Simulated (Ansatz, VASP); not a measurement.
**Al in VASP and in Ansatz**

```xyz
2
Lattice="11.3000 0.0000 0.0000 0.0000 9.3000 0.0000 0.0000 0.0000 2.4555" Properties=species:S:1:pos:R:3 pbc="T T T"
Al    4.4584    4.6500    0.0000
Al    6.8416    4.6500    1.2278
```

Alike in both runs: task single point; functional PBE; k mesh 1 × 1 × 24; occupations fermi-dirac, width 0.05 eV; collinear spin.

|  | VASP | Ansatz |
| --- | --- | --- |
| version | VASP 6.6.1 | Ansatz 0.2.0 |
| potentials or method | VASP PAW PBE potentials, release 64 (Al), cutoff 400 eV | scalar-relativistic, plane waves, PAW |
| valence electrons in the cell | 6 | 6 |

|  | VASP | Ansatz | Ansatz less VASP |
| --- | --- | --- | --- |
| gap on the k mesh at the Fermi level (eV) | none | none | - |
| rms of the force components (eV/Å) | 0.021 | 0.021 | -0.0003 |
| net moment per atom (μB) | 0.00 | 0.00 | 0.000 |

Atom by atom the forces differ by 0.000 eV/Å (rms over components). A gap of «none» marks a metal or a gap that the smearing closes. Ansatz's warnings: seeded moment not kept.
